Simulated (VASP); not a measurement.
# Hf (I4/mmm) in VASP: a series of runs

Hf is run at these levels: PBE; tasks: single point.

All numbers are computed with VASP 6.6.1; they aren't measurements. Logs are shortened: lines on timing, memory, paths and dates and some standing lists are left out, and cuts for length are marked.

## 1. The cell of the first run

Symmetry: I4/mmm, No. 139, tetragonal system. The conventional cell has a = 3.140 Å, b = 3.140 Å, c = 4.484 Å, α = 90.00°, β = 90.00°, γ = 90.00°. Hf (site symmetry 4/mmm) has 12 Hf at 3.14 to 3.16 Å within 4.1 Å.

## 2. Single point, PBE (zz strain of +1 %)

Contents of INCAR:

```
SYSTEM = Hf
PREC     = Accurate       ! precision mode
ENCUT    = 520            ! plane-wave cutoff, eV
EDIFF    = 1E-6           ! SCF threshold, eV
ISMEAR   = -1             ! smearing method
SIGMA    = 0.03           ! smearing width, eV
LREAL    = .False.        ! projectors in reciprocal space
LASPH    = .True.         ! aspherical terms in the spheres
NELM     = 60             ! most SCF steps
ALGO     = Normal         ! electronic algorithm
ISIF     = 2              ! what is computed and relaxed
LWAVE    = .False.        ! write WAVECAR
LCHARG   = .True.         ! write CHGCAR
GGA      = PE             ! functional
LELF     = .True.         ! ELF
LVHAR    = .True.       
NBANDS   = 11             ! bands
```

Contents of KPOINTS:

```
regular mesh
0
Gamma
  13 13 13
  0 0 0
```

Contents of POSCAR:

```
Hf
1.0
    0.0000000000      2.2200000000      2.2422000000
    2.2200000000      0.0000000000      2.2422000000
    2.2200000000      2.2200000000      0.0000000000
Hf
1
Direct
    0.0000000000      0.0000000000      0.0000000000
```

Potentials or basis: VASP PAW PBE potentials, release 64 (Hf_pv).

The run is started by

```console
> cat potpaw_PBE.64/Hf_pv/POTCAR > POTCAR
> mpirun -np 1 vasp_std > vasp.out
```

OUTCAR:

```text
SYSTEM = Hf
   PREC = Accurate
   ENCUT = 520
   EDIFF = 1E-6
   ISMEAR = -1
   LREAL = .False.
   LASPH = .True.
   NELM = 60
   ISIF = 2
   GGA = PE

 ion  position               nearest neighbor table
   1  0.000  0.000  0.000-

  LATTYP: Found a body centered tetragonal cell.
 ALAT       =     3.1395541085
 C/A-ratio  =     1.4283556980

  Lattice vectors:

 A1 = (  -2.2200000000,   0.0000000000,   2.2422000000)
 A2 = (   2.2200000000,   0.0000000000,   2.2422000000)
 A3 = (   0.0000000000,   2.2200000000,  -2.2422000000)

Analysis of symmetry for initial positions (statically):
=====================================================================
 Subroutine PRICEL returns:
 Original cell was already a primitive cell.

 Routine SETGRP: Setting up the symmetry group for a
 body centered tetragonal supercell.

 Subroutine GETGRP returns: Found 16 space group operations
 (whereof 16 operations were pure point group operations)
 out of a pool of 16 trial point group operations.

The static configuration has the point symmetry D_4h.

Analysis of symmetry for dynamics (positions and initial velocities):
=====================================================================
 Subroutine PRICEL returns:
 Original cell was already a primitive cell.

 Routine SETGRP: Setting up the symmetry group for a
 body centered tetragonal supercell.

 Subroutine GETGRP returns: Found 16 space group operations
 (whereof 16 operations were pure point group operations)
 out of a pool of 16 trial point group operations.

The dynamic configuration has the point symmetry D_4h.

 Subroutine INISYM returns: Found 16 space group operations
 (whereof 16 operations are pure point group operations),
 and found     1 'primitive' translations

----------------------------------------------------------------------------------------

                                     Primitive cell

  volume of cell :      22.1009

  direct lattice vectors                    reciprocal lattice vectors
     0.000000000  2.220000000  2.242200000    -0.225225225  0.225225225  0.222995273
     2.220000000  0.000000000  2.242200000     0.225225225 -0.225225225  0.222995273
     2.220000000  2.220000000  0.000000000     0.225225225  0.225225225 -0.222995273

  length of vectors
     3.155290928  3.155290928  3.139554108     0.388818333  0.388818333  0.388818333

  position of ions in fractional coordinates (direct lattice)
     0.000000000  0.000000000  0.000000000

  ion indices of the primitive-cell ions
   primitive index   ion index
                 1           1

----------------------------------------------------------------------------------------

 KPOINTS: regular mesh

Automatic generation of k-mesh.
 Grid dimensions read from file:
 generate k-points for:   13   13   13

 Generating k-lattice:

  Cartesian coordinates                     Fractional coordinates (reciprocal lattice)
    -0.017325017  0.017325017  0.017153483     0.076923077  0.000000000  0.000000000
     0.017325017 -0.017325017  0.017153483     0.000000000  0.076923077  0.000000000
     0.017325017  0.017325017 -0.017153483    -0.000000000 -0.000000000  0.076923077

  Length of vectors
     0.029909103  0.029909103  0.029909103

  Shift w.r.t. Gamma in fractional coordinates (k-lattice)
     0.000000000  0.000000000  0.000000000

 Subroutine IBZKPT returns following result:
 ===========================================

 Found    196 irreducible k-points:

 Following reciprocal coordinates:
            Coordinates               Weight
  0.000000  0.000000  0.000000      1.000000
  0.076923 -0.000000  0.000000      8.000000
  0.153846  0.000000  0.000000      8.000000
  0.230769  0.000000  0.000000      8.000000
  0.307692  0.000000  0.000000      8.000000
  0.384615  0.000000  0.000000      8.000000
[... 16 lines left out ...]
  0.384615  0.153846  0.000000      8.000000
  0.461538  0.153846  0.000000      8.000000
 [... further k-points ...]
   k-points           NKPTS =    196   k-points in BZ     NKDIM =    196   number of bands    NBANDS=     11
   number of dos      NEDOS =    301   number of ions     NIONS =      1
   total plane-waves  NPLWV =  13824
   dimension x,y,z NGX =    24 NGY =   24 NGZ =   24
   dimension x,y,z NGXF=    48 NGYF=   48 NGZF=   48
   ions per type =               1
   NGX,Y,Z   is equivalent  to a cutoff of  12.65, 12.65, 12.71 a.u.
   NGXF,Y,Z  is equivalent  to a cutoff of  25.29, 25.29, 25.42 a.u.
 SYSTEM =  Hf
   PREC   = accura    normal or accurate (medium, high low for compatibility)
   ISTART =      0    job   : 0-new  1-cont  2-samecut
   ICHARG =      2    charge: 1-file 2-atom 10-const
   ISPIN  =      1    spin polarized calculation?
   LNONCOLLINEAR =      F non collinear calculations
   LSORBIT =      F    spin-orbit coupling
   LASPH  =      T    aspherical Exc in radial PAW
   ENCUT  =  520.0 eV  38.22 Ry    6.18 a.u.   5.87  5.87  5.84*2*pi/ulx,y,z
   NELM   =     60;   NELMIN=  2; NELMDL= -5     # of ELM steps
   EDIFF  = 0.1E-05   stopping-criterion for ELM
   LREAL  =      F    real-space projection
   EDIFFG = 0.1E-04   stopping-criterion for IOM
   NSW    =      0    number of steps for IOM
   IBRION =     -1    ionic relax: 0-MD 1-quasi-New 2-CG
   NFREE  =      0    steps in history (QN), initial steepest desc. (CG)
   ISIF   =      2    stress and relaxation
   ISYM   =      2    0-nonsym 1-usesym 2-fastsym
   POTIM  = 0.5000    time-step for ionic-motion
   TEBEG  =    0.0;   TEEND  =   0.0 temperature during run
   PSTRESS=    0.0 pullay stress
   NELECT =      10.0000    total number of electrons
   NUPDOWN=      -1.0000    fix difference up-down
   EMIN   =  10.00;   EMAX   =-10.00  energy-range for DOS
   EFERMI =   0.00;   METHOD = LEGACY
   ISMEAR =    -1;   SIGMA  =   0.03  broadening in eV -4-tet -1-fermi 0-gaus
   EFERMI_NEDOS =   21; number of points for ismear=-14 and -15
   IALGO  =     38    algorithm
   IMIX   =      4    mixing-type and parameters
     AMIX     =   0.40;   BMIX     =  1.00
     AMIX_MAG =   1.60;   BMIX_MAG =  1.00
  volume/ion in A,a.u.               =      22.10       149.14
  Fermi-wavevector in a.u.,A,eV,Ry     =   1.256815  2.375036 21.491549  1.579584
  Thomas-Fermi vector in A             =   2.390505
   LORBIT       =      0    0 simple, 1 ext, 2 COOP (PROOUT), +10 PAW based schemes
   GGA     = PE    functional components
   LHFCALC =     F    Hartree Fock is set to
   AEXX    =    0.0000 exact exchange contribution
   IVDW    =     0    specifies the selected vdW correction
   LEPSILON=     F    determine dielectric tensor
   LRPA    =     F    only Hartree local field effects (RPA)
 non-spin polarized calculation
  energy-cutoff  :      520.00
  volume of cell :       22.10
 maximum number of plane-waves:       609
   NGX = 11   NGY = 11   NGZ = 11

 number of electron      10.0000000 magnetization

 number of electron       9.9999999 magnetization

 Free energy of the ion-electron system (eV)
  ---------------------------------------------------
  ext. energy  EPLUGINS =         0.00000000
  ---------------------------------------------------
  free energy    TOTEN  =        -9.85346484 eV

  energy without entropy =       -9.84904471  energy(sigma->0) =       -9.85125478

 E-fermi :   4.8099     XC(G=0): -11.3411

 val. band max:        4.8040026336   @ k =   0.3077   0.0000   0.0000
 cond. band min:       4.8127526310   @ k =  -0.2308   0.0769   0.0000
 fundamental gap:      0.0087499974
 Fermi energy:         4.8098633801

 k-point     1 :       0.0000    0.0000    0.0000
  band No.  band energies     occupation
      1     -25.1438      2.00000
      2     -25.1438      2.00000
      3     -25.1435      2.00000
      4      -2.4265      2.00000
      5       6.1583      0.00000
      6       6.2744      0.00000
      7       6.2744      0.00000
      8       8.9834      0.00000
      9       9.1530      0.00000
     10      16.1827      0.00000
     11      17.9366      0.00000

 k-point     2 :       0.0769   -0.0000    0.0000
  band No.  band energies     occupation
      1     -25.1954      2.00000
      2     -25.1505      2.00000
      3     -25.1500      2.00000
      4      -2.2171      2.00000
      5       6.0145      0.00000
      6       6.3043      0.00000
      7       6.3746      0.00000
      8       8.8795      0.00000
      9       9.0388      0.00000
     10      16.6477      0.00000
     11      17.9357      0.00000

 k-point     3 :       0.1538    0.0000    0.0000
  band No.  band energies     occupation
      1     -25.3365      2.00000
      2     -25.1694      2.00000
      3     -25.1671      2.00000
      4      -1.6238      2.00000
      5       5.5287      0.00000
      6       6.5070      0.00000
      7       6.5953      0.00000
      8       8.7235      0.00000
      9       8.8482      0.00000
     10      17.4619      0.00000
     11      17.9346      0.00000

 k-point     4 :       0.2308    0.0000    0.0000
  band No.  band energies     occupation
      1     -25.5299      2.00000
      2     -25.1960      2.00000
      3     -25.1910      2.00000
      4      -0.7588      2.00000
      5       5.0371      0.00103
      6       6.5655      0.00000
      7       6.6800      0.00000
      8       8.9034      0.00000
      9       8.9688      0.00000
     10      16.5085      0.00000
     11      17.9380      0.00000
[... 239 lines left out ...]
 k-point    22 :       0.3077    0.1538    0.0000
  band No.  band energies     occupation
      1     -25.6153      2.00000
      2     -25.2693      2.00000
      3     -25.2678      2.00000
      4       0.1540      2.00000
      5       4.3576      2.00000
      6       6.0236      0.00000
      7       7.3009      0.00000
      8       8.5387      0.00000
      9      10.1780      0.00000
     10      17.4854      0.00000
     11      17.9524      0.00000

 k-point    23 :       0.3846    0.1538    0.0000
  band No.  band energies     occupation
      1     -25.7690      2.00000
      2     -25.3122      2.00000
      3     -25.2875      2.00000
      4       1.0334      2.00000
      5       4.2591      2.00000
      6       5.5508      0.00000
      7       7.1210      0.00000
      8       9.6697      0.00000
      9      10.8356      0.00000
     10      16.0544      0.00000
     11      17.9405      0.00000

 k-point    24 :       0.4615    0.1538    0.0000
  band No.  band energies     occupation
      1     -25.8801      2.00000
      2     -25.3547      2.00000
      3     -25.2939      2.00000
      4       1.6385      2.00000
      5       4.3620      2.00000
      6       5.4437      0.00000
      7       6.8799      0.00000
      8      10.9108      0.00000
      9      11.2808      0.00000
     10      14.4834      0.00000
     11      17.7871      0.00000

 [... further k-points ...]
[... 5 lines left out ...]
  --------------------------------------------------------------------------------------
  -------------------------------------------------------------------------------------
  Total        0.2522782      0.2522782      0.1968923      0.0000000      0.0000000      0.0000000
  in kB       18.2885817     18.2885817     14.2734546      0.0000000      0.0000000      0.0000000
  external PRESSURE =      16.9502060 kB  Pullay stress =       0.0000000 kB

 VOLUME and BASIS-vectors are now :
 -----------------------------------------------------------------------------
  energy-cutoff  :      520.00
  volume of cell :       22.10
      direct lattice vectors                 reciprocal lattice vectors
     0.000000000  2.220000000  2.242200000    -0.225225225  0.225225225  0.222995273
     2.220000000  0.000000000  2.242200000     0.225225225 -0.225225225  0.222995273
     2.220000000  2.220000000  0.000000000     0.225225225  0.225225225 -0.222995273

 POSITION                                       TOTAL-FORCE (eV/Angst)
 -----------------------------------------------------------------------------------
      0.00000      0.00000      0.00000         0.000000      0.000000      0.000000
 -----------------------------------------------------------------------------------
    total drift:                               -0.000000      0.000000      0.000000

  FREE ENERGIE OF THE ION-ELECTRON SYSTEM (eV)
  ---------------------------------------------------
  free  energy   TOTEN  =        -9.8534648417 eV

  energy  without entropy=       -9.8490447141  energy(sigma->0) =       -9.85125478
```

Wall time 39 s (1 thread of Intel Xeon 8259CL, shared host); peak memory 0.17 GiB.

Results:

```
Free energy            : -9.8535 eV
Pressure               : 1.7 GPa
Band gap on the k mesh : zero (band 5 reaches 6.16 eV, above the bottom of band 6 at 4.23 eV)
```

Levels at points of the mesh, in eV from the Fermi level:
| k point | band 2 | band 3 | band 4 | band 5 | band 6 | band 7 | band 8 | band 9 |
| --- | --- | --- | --- | --- | --- | --- | --- | --- |
| (0.00, 0.00, 0.00) | -29.95 | -29.95 | -7.24 | 1.35 | 1.46 | 1.46 | 4.17 | 4.34 |

Caveat: the cell differs from its parent crystal (zz strain of +1 %); spin-orbit coupling is left out, which moves the levels of the heavy elements.

(Continued in part 2 of 2.)
